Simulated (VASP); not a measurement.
# FeO (Wuestite) (R-3m) in VASP: further runs

Runs on FeO (Wuestite). Level: LDA. Tasks: single point.

Program: VASP 6.6.1. These are calculated values, not measurements. Logs are shortened: lines on timing, memory, paths and dates and some standing lists are left out, and cuts for length are marked.

### 1 The cell of the first run

The structure is trigonal, space group R-3m (No. 166). The conventional cell has a = 3.078 Å, b = 3.078 Å, c = 7.658 Å, α = 90.00°, β = 90.00°, γ = 120.00°. Fe (site symmetry -3m) has 6 O at 2.19 Å within 2.9 Å. Within 2.9 Å of O (site symmetry -3m) lie 6 Fe at 2.19 Å.

### 2 Single point, LDA, collinear spin, ferromagnetic start

File INCAR:

```
SYSTEM = FeO
  PREC = Accurate
  ENCUT = 520
  EDIFF = 1E-6
  ISMEAR = -1
  SIGMA = 0.05
  LREAL = .FALSE.
  LASPH = .TRUE.
  NELM = 150
  ALGO = Normal
  ISIF = 2
  LWAVE = .FALSE.
  LCHARG = .FALSE.
  ISPIN = 2
  MAGMOM = 3 0
  LORBIT = 11
  LMAXMIX = 4
  GGA = CA
  NBANDS = 18
```

File KPOINTS:

```
Automatic mesh
0
G
  9 9 9
  0 0 0
```

File POSCAR:

```
FeO
1.0
    1.5388076799      0.8884310282      2.5527334195
   -1.5388076799      0.8884310282      2.5527334195
    0.0000000000     -1.7768620564      2.5527334195
Fe O
1 1
Direct
    0.0000000000      0.0000000000      0.0000000000
    0.5000000000      0.5000000000      0.5000000000
```

Potentials or basis: VASP PAW LDA potentials, release 64 (Fe, O).

On the command line:

```console
$ cat potpaw_LDA.64/Fe/POTCAR potpaw_LDA.64/O/POTCAR > POTCAR
$ mpirun -np 1 vasp_std > vasp.out
```

OUTCAR:

```text
SYSTEM = FeO
   PREC = Accurate
   ENCUT = 520
   EDIFF = 1E-6
   ISMEAR = -1
   LREAL = .FALSE.
   LASPH = .TRUE.
   NELM = 150
   ISIF = 2
   ISPIN = 2
   LORBIT = 11
   GGA = CA

 ion  position               nearest neighbor table
   1  0.000  0.000  0.000-   2 2.19   2 2.19   2 2.19   2 2.19   2 2.19   2 2.19
   2  0.500  0.500  0.500-   1 2.19   1 2.19   1 2.19   1 2.19   1 2.19   1 2.19

  LATTYP: Found a trigonal (rhomboedric) cell.
 ALAT       =     3.1102550826
 COS(alpha) =     0.5104391626

  Lattice vectors:

 A1 = (   1.5388076799,   0.8884310282,   2.5527334195)
 A2 = (  -1.5388076799,   0.8884310282,   2.5527334195)
 A3 = (   0.0000000000,  -1.7768620564,   2.5527334195)

Analysis of symmetry for initial positions (statically):
=====================================================================
 Subroutine PRICEL returns:
 Original cell was already a primitive cell.

 Routine SETGRP: Setting up the symmetry group for a
 trigonal (rhombohedral) supercell.

 Subroutine GETGRP returns: Found 12 space group operations
 (whereof 12 operations were pure point group operations)
 out of a pool of 12 trial point group operations.

The static configuration has the point symmetry D_3d.

Analysis of symmetry for dynamics (positions and initial velocities):
=====================================================================
 Subroutine PRICEL returns:
 Original cell was already a primitive cell.

 Routine SETGRP: Setting up the symmetry group for a
 trigonal (rhombohedral) supercell.

 Subroutine GETGRP returns: Found 12 space group operations
 (whereof 12 operations were pure point group operations)
 out of a pool of 12 trial point group operations.

The dynamic configuration has the point symmetry D_3d.

Analysis of structural, dynamic, and magnetic symmetry:
=====================================================================
 Subroutine PRICEL returns:
 Original cell was already a primitive cell.

 Routine SETGRP: Setting up the symmetry group for a
 trigonal (rhombohedral) supercell.

 Subroutine GETGRP returns: Found 12 space group operations
 (whereof 12 operations were pure point group operations)
 out of a pool of 12 trial point group operations.

The overall configuration has the point symmetry D_3d.

 Subroutine INISYM returns: Found 12 space group operations
 (whereof 12 operations are pure point group operations),
 and found     1 'primitive' translations

----------------------------------------------------------------------------------------
[... 109 lines left out ...]
   EFERMI_NEDOS =   21; number of points for ismear=-14 and -15
   IALGO  =     38    algorithm
   IMIX   =      4    mixing-type and parameters
     AMIX     =   0.40;   BMIX     =  1.00
     AMIX_MAG =   1.60;   BMIX_MAG =  1.00
  volume/ion in A,a.u.               =      10.47        70.65
  Fermi-wavevector in a.u.,A,eV,Ry     =   1.431515  2.705171 27.881539  2.049235
  Thomas-Fermi vector in A             =   2.551243
   LORBIT       =     11    0 simple, 1 ext, 2 COOP (PROOUT), +10 PAW based schemes
   GGA     = CA    functional components
   LHFCALC =     F    Hartree Fock is set to
   AEXX    =    0.0000 exact exchange contribution
   IVDW    =     0    specifies the selected vdW correction
   LEPSILON=     F    determine dielectric tensor
   LRPA    =     F    only Hartree local field effects (RPA)
 spin polarized calculation
  energy-cutoff  :      520.00
  volume of cell :       20.94
 maximum number of plane-waves:       577
   NGX = 11   NGY = 11   NGZ = 11

 number of electron      14.0000001 magnetization       3.9992018

 Free energy of the ion-electron system (eV)
  ---------------------------------------------------
  ext. energy  EPLUGINS =         0.00000000
  ---------------------------------------------------
  free energy    TOTEN  =       -16.30255424 eV

  energy without entropy =      -16.29048419  energy(sigma->0) =      -16.29651922

 E-fermi :   5.3132     XC(G=0): -12.3818

 val. band max:        5.3129041108   @ k =  -0.1111   0.4444   0.1111
 cond. band min:       5.3160990288   @ k =   0.2222   0.1111   0.0000
 fundamental gap:      0.0031949181
 Fermi energy:         5.3131615726

 spin component 1

 k-point     1 :       0.0000    0.0000    0.0000
  band No.  band energies     occupation
      1     -14.6688      1.00000
      2       1.6937      1.00000
      3       1.7232      1.00000
      4       1.7841      1.00000
      5       1.7841      1.00000
      6       1.7922      1.00000
[... 493 lines left out ...]
     17      34.5107      0.00000
     18      34.5307      0.00000

 [... further k-points ...]

 spin component 2

 k-point     1 :       0.0000    0.0000    0.0000
  band No.  band energies     occupation
      1     -14.1105      1.00000
      2       2.2850      1.00000
      3       2.3849      1.00000
      4       2.3849      1.00000
      5       4.5966      1.00000
      6       4.6786      1.00000
[... 493 lines left out ...]
     17      34.8779      0.00000
     18      34.8837      0.00000

 [... further k-points ...]
[... 5 lines left out ...]
  --------------------------------------------------------------------------------------
  -------------------------------------------------------------------------------------
  Total       -2.7893281     -2.7893281     -2.9619041      0.0000000     -0.0000000      0.0000000
  in kB     -213.4250609   -213.4250609   -226.6296853      0.0000000     -0.0000000      0.0000000
  external PRESSURE =    -217.8266024 kB  Pullay stress =       0.0000000 kB

 VOLUME and BASIS-vectors are now :
 -----------------------------------------------------------------------------
  energy-cutoff  :      520.00
  volume of cell :       20.94
      direct lattice vectors                 reciprocal lattice vectors
     1.538807680  0.888431028  2.552733419     0.324926894  0.187596630  0.130578983
    -1.538807680  0.888431028  2.552733419    -0.324926894  0.187596630  0.130578983
     0.000000000 -1.776862056  2.552733419     0.000000000 -0.375193260  0.130578983

 POSITION                                       TOTAL-FORCE (eV/Angst)
 -----------------------------------------------------------------------------------
      0.00000      0.00000      0.00000        -0.000000      0.000000      0.000000
      0.00000      0.00000      3.82910         0.000000      0.000000     -0.000000
 -----------------------------------------------------------------------------------
    total drift:                               -0.000000      0.000000     -0.000000

  FREE ENERGIE OF THE ION-ELECTRON SYSTEM (eV)
  ---------------------------------------------------
  free  energy   TOTEN  =       -16.3025542404 eV

  energy  without entropy=      -16.2904841946  energy(sigma->0) =      -16.29651922

 total charge

# of ion       s       p       d       tot
------------------------------------------
    1        0.282   0.335   6.077   6.694
    2        1.544   3.385   0.000   4.929
--------------------------------------------------
tot          1.826   3.720   6.077  11.623

 magnetization (x)

# of ion       s       p       d       tot
------------------------------------------
    1        0.024   0.020   3.536   3.581
    2        0.029   0.281   0.000   0.310
--------------------------------------------------
tot          0.053   0.301   3.536   3.890
```

stdout:

```text
POSCAR found type information on POSCAR FeO
 POSCAR found :  2 types and       2 ions
 scaLAPACK will be used
 LDA part: xc-table for (Slater(with rela. corr.)+CA(PZ))
 , standard interpolation
 POSCAR, INCAR and KPOINTS ok, starting setup
 FFT: planning ... GRIDC
 FFT: planning ... GRID_SOFT
 FFT: planning ... GRID
 WAVECAR not read
 entering main loop
```

Wall time 36 s (1 thread of Intel Xeon Platinum 8488C (Sapphire Rapids), shared host); peak memory 0.17 GiB.

What came out:

- Free energy: -16.3026 eV
- Pressure: -21.8 GPa
- Band gap on the k mesh: zero (filled and empty bands overlap)
- Net moment: 4.00 μB per cell
- Site moments: Fe +3.58; O +0.31 μB
- Valence electrons inside the program's atomic spheres: Fe 6.69; O 4.93

Levels at points of the mesh, in eV from the Fermi level:
Spin up:
```tsv
k point	band 7	band 8	band 9	band 10	band 11	band 12
(0.00, 0.00, 0.00)	-3.52	-3.32	-3.32	0.02	15.27	16.40
```
Spin down:
| k point | band 1 | band 2 | band 3 | band 4 | band 5 | band 6 | band 7 | band 8 | band 9 | band 10 |
| --- | --- | --- | --- | --- | --- | --- | --- | --- | --- | --- |
| (0.00, 0.00, 0.00) | -19.42 | -3.03 | -2.93 | -2.93 | -0.72 | -0.63 | -0.63 | 0.02 | 0.02 | 0.78 |

Caveat: a cell with one magnetic atom can't hold antiferromagnetic order, which such compounds often take; semilocal functionals often make such compounds metallic where correlation or magnetic order opens a gap, which also shifts bond lengths.

### 3 Single point, LDA, collinear spin, ferromagnetic start

This run uses another cell than the first one, of 10.67 Å³/atom, 1.019 times its volume.

File INCAR:

```
SYSTEM = FeO
ALGO = Normal ; EDIFF = 1E-6
ENCUT = 520 ; ISIF = 2
ISMEAR = -1 ; ISPIN = 2
LASPH = .True. ; LCHARG = .False.
LMAXMIX = 4 ; LORBIT = 11
LREAL = .False. ; LWAVE = .False.
MAGMOM = 3 0 ; NBANDS = 18
NELM = 150 ; PREC = Accurate
SIGMA = 0.05
```

File KPOINTS:

```
k-points
0
Gamma
  9 9 9
  0 0 0
```

File POSCAR:

```
FeO
1.0
    1.5486092669      0.8940899771      2.5689933065
   -1.5486092669      0.8940899771      2.5689933065
    0.0000000000     -1.7881799543      2.5689933065
Fe O
1 1
Direct
    0.0000000000      0.0000000000      0.0000000000
    0.5000000000      0.5000000000      0.5000000000
```

Potentials or basis: VASP PAW LDA potentials, release 64 (Fe, O).

On the command line:

```console
$ cat potpaw_LDA.64/Fe/POTCAR potpaw_LDA.64/O/POTCAR > POTCAR
$ mpirun -np 1 vasp_std > vasp.out
```

OUTCAR:

```text
SYSTEM = FeO
   EDIFF = 1E-6
   ENCUT = 520
   ISIF = 2
   ISMEAR = -1
   ISPIN = 2
   LASPH = .True.
   LORBIT = 11
   LREAL = .False.
   NELM = 150
   PREC = Accurate

 ion  position               nearest neighbor table
   1  0.000  0.000  0.000-   2 2.20   2 2.20   2 2.20   2 2.20   2 2.20   2 2.20
   2  0.500  0.500  0.500-   1 2.20   1 2.20   1 2.20   1 2.20   1 2.20   1 2.20

  LATTYP: Found a trigonal (rhomboedric) cell.
 ALAT       =     3.1300661586
 COS(alpha) =     0.5104391626

  Lattice vectors:

 A1 = (   1.5486092669,   0.8940899771,   2.5689933065)
 A2 = (  -1.5486092669,   0.8940899771,   2.5689933065)
 A3 = (   0.0000000000,  -1.7881799543,   2.5689933065)

Analysis of symmetry for initial positions (statically):
=====================================================================
 Subroutine PRICEL returns:
 Original cell was already a primitive cell.

 Routine SETGRP: Setting up the symmetry group for a
 trigonal (rhombohedral) supercell.

 Subroutine GETGRP returns: Found 12 space group operations
 (whereof 12 operations were pure point group operations)
 out of a pool of 12 trial point group operations.

The static configuration has the point symmetry D_3d.

Analysis of symmetry for dynamics (positions and initial velocities):
=====================================================================
 Subroutine PRICEL returns:
 Original cell was already a primitive cell.

 Routine SETGRP: Setting up the symmetry group for a
 trigonal (rhombohedral) supercell.

 Subroutine GETGRP returns: Found 12 space group operations
 (whereof 12 operations were pure point group operations)
 out of a pool of 12 trial point group operations.

The dynamic configuration has the point symmetry D_3d.

Analysis of structural, dynamic, and magnetic symmetry:
=====================================================================
 Subroutine PRICEL returns:
 Original cell was already a primitive cell.

 Routine SETGRP: Setting up the symmetry group for a
 trigonal (rhombohedral) supercell.

[... 139 lines left out ...]
   NGX = 11   NGY = 11   NGZ = 11

 number of electron      14.0000000 magnetization       4.0006223

 Free energy of the ion-electron system (eV)
  ---------------------------------------------------
  ext. energy  EPLUGINS =         0.00000000
  ---------------------------------------------------
  free energy    TOTEN  =       -16.24563703 eV

  energy without entropy =      -16.23322811  energy(sigma->0) =      -16.23943257

 E-fermi :   5.1139     XC(G=0): -12.2800

 val. band max:        5.1138392517   @ k =  -0.1111   0.4444   0.1111
 cond. band min:       5.1148406277   @ k =   0.2222   0.1111  -0.0000
 fundamental gap:      0.0010013761
 Fermi energy:         5.1138945627

 spin component 1

 k-point     1 :       0.0000    0.0000    0.0000
  band No.  band energies     occupation
      1     -14.7204      1.00000
      2       1.5417      1.00000
      3       1.5588      1.00000
      4       1.6005      1.00000
      5       1.6005      1.00000
      6       1.6556      1.00000
[... 493 lines left out ...]
     17      34.0620      0.00000
     18      34.0838      0.00000

 [... further k-points ...]

 spin component 2

 k-point     1 :       0.0000    0.0000    0.0000
  band No.  band energies     occupation
      1     -14.1685      1.00000
      2       2.1421      1.00000
      3       2.2404      1.00000
      4       2.2404      1.00000
      5       4.4212      1.00000
      6       4.5010      1.00000
[... 493 lines left out ...]
     17      34.4271      0.00000
     18      34.4322      0.00000

 [... further k-points ...]
[... 5 lines left out ...]
  --------------------------------------------------------------------------------------
  -------------------------------------------------------------------------------------
  Total       -3.1465847     -3.1465847     -3.3250382      0.0000000      0.0000000     -0.0000000
  in kB     -236.2178433   -236.2178433   -249.6145648      0.0000000      0.0000000     -0.0000000
  external PRESSURE =    -240.6834171 kB  Pullay stress =       0.0000000 kB

 VOLUME and BASIS-vectors are now :
 -----------------------------------------------------------------------------
  energy-cutoff  :      520.00
  volume of cell :       21.34
      direct lattice vectors                 reciprocal lattice vectors
     1.548609267  0.894089977  2.568993306     0.322870340  0.186409278  0.129752511
    -1.548609267  0.894089977  2.568993306    -0.322870340  0.186409278  0.129752511
     0.000000000 -1.788179954  2.568993306     0.000000000 -0.372818555  0.129752511

 POSITION                                       TOTAL-FORCE (eV/Angst)
 -----------------------------------------------------------------------------------
      0.00000      0.00000      0.00000        -0.000000      0.000000      0.000000
      0.00000     -0.00000      3.85349         0.000000     -0.000000     -0.000000
 -----------------------------------------------------------------------------------
    total drift:                               -0.000000      0.000000     -0.000000

  FREE ENERGIE OF THE ION-ELECTRON SYSTEM (eV)
  ---------------------------------------------------
  free  energy   TOTEN  =       -16.2456370330 eV

  energy  without entropy=      -16.2332281133  energy(sigma->0) =      -16.23943257

 total charge

# of ion       s       p       d       tot
------------------------------------------
    1        0.277   0.324   6.065   6.666
    2        1.545   3.375   0.000   4.920
--------------------------------------------------
tot          1.822   3.699   6.065  11.585

 magnetization (x)

# of ion       s       p       d       tot
------------------------------------------
    1        0.024   0.019   3.540   3.584
    2        0.028   0.279   0.000   0.307
--------------------------------------------------
tot          0.052   0.298   3.540   3.891
```

OSZICAR:

```text
N       E                     dE             d eps       ncg     rms          rms(c)
DAV:   1     0.669724997745E+02    0.66972E+02   -0.66090E+03  6560   0.902E+02
DAV:   2    -0.139310486349E+02   -0.80904E+02   -0.68648E+02  6258   0.202E+02
DAV:   3    -0.187164847531E+02   -0.47854E+01   -0.46318E+01  7198   0.530E+01
DAV:   4    -0.187569531448E+02   -0.40468E-01   -0.40441E-01  7496   0.462E+00
DAV:   5    -0.187572831410E+02   -0.33000E-03   -0.32998E-03  7294   0.432E-01    0.165E+01
DAV:   6    -0.173391247147E+02    0.14182E+01   -0.17877E+01  8292   0.591E+01    0.208E+01
DAV:   7    -0.163330828922E+02    0.10060E+01   -0.57440E+00  8158   0.425E+01    0.872E+00
DAV:   8    -0.162791714000E+02    0.53911E-01   -0.27593E-01  8400   0.635E+00    0.478E+00
DAV:   9    -0.162615887811E+02    0.17583E-01   -0.19478E-01 10000   0.717E+00    0.177E+00
DAV:  10    -0.162456882266E+02    0.15901E-01   -0.50490E-02  9316   0.460E+00    0.223E-01
DAV:  11    -0.162456263771E+02    0.61850E-04   -0.70254E-03  8038   0.799E-01    0.948E-02
DAV:  12    -0.162456380522E+02   -0.11675E-04   -0.11718E-04  8170   0.123E-01    0.570E-02
DAV:  13    -0.162456366478E+02    0.14044E-05   -0.23050E-05  8590   0.662E-02    0.214E-02
DAV:  14    -0.162456370330E+02   -0.38524E-06   -0.50096E-06  7896   0.200E-02
   1 F= -.16245637E+02 E0= -.16239433E+02  d E =-.124089E-01  mag=     4.0015
```

stdout:

```text
POSCAR found type information on POSCAR FeO
 POSCAR found :  2 types and       2 ions
 scaLAPACK will be used
 LDA part: xc-table for (Slater(with rela. corr.)+CA(PZ))
 , standard interpolation
 POSCAR, INCAR and KPOINTS ok, starting setup
 FFT: planning ... GRIDC
 FFT: planning ... GRID_SOFT
 FFT: planning ... GRID
 WAVECAR not read
 entering main loop
```

It took 34 s on 1 thread of Intel Xeon Platinum 8488C (Sapphire Rapids), shared host; peak memory 0.17 GiB.

Results:

| Property | Result |
| --- | --- |
| Free energy | -16.2456 eV |
| Pressure | -24.1 GPa |
| Band gap on the k mesh | zero (filled and empty bands overlap) |
| Net moment | 4.00 μB per cell |
| Site moments | Fe +3.58; O +0.31 μB |
| Valence electrons inside the program's atomic spheres | Fe 6.67; O 4.92 |

Stress tensor (GPa, compression positive):
```
-23.62   0.00   0.00
  0.00 -23.62   0.00
  0.00   0.00 -24.96
```

Caveat: a cell with one magnetic atom can't hold antiferromagnetic order, which such compounds often take; semilocal functionals often make such compounds metallic where correlation or magnetic order opens a gap, which also shifts bond lengths. With open d or f shells a metallic result of LDA can be an artefact of self-interaction; +U or a hybrid may open a gap.
